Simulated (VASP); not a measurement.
A run of VASP 6.6.1 is set up as follows.

INCAR

```
PREC = Accurate
ENCUT = 520
EDIFF = 1E-7
ISMEAR = 0
SIGMA = 0.15
LREAL = F
LASPH = T
NELM = 100
ALGO = Normal
ISIF = 2
LWAVE = F
LCHARG = T
GGA = PE
LELF = T
LVHAR = T
NBANDS = 14
```

KPOINTS

```
regular mesh
0
Gamma
  18 18 18
```

POSCAR

```
HfB
1.0
    0.0000000000      2.4255000000      2.4255000000
    2.4255000000      0.0000000000      2.4255000000
    2.4255000000      2.4255000000      0.0000000000
Hf B
1 1
Direct
    0.5000000000      0.5000000000      0.5000000000
    0.0000000000      0.0000000000      0.0000000000
```

Potentials or basis: VASP PAW PBE potentials, release 64 (Hf_pv, B).

Launch:

```sh
$ cat potpaw_PBE.64/Hf_pv/POTCAR potpaw_PBE.64/B/POTCAR > POTCAR
$ mpirun -np 1 vasp_std > vasp.out
```

**Question.** Predict the pressure.

**Answer.** -1.7 GPa.

Caveat: the cell differs from its parent crystal (strain +0.050 along x and y, +0.050 along z).
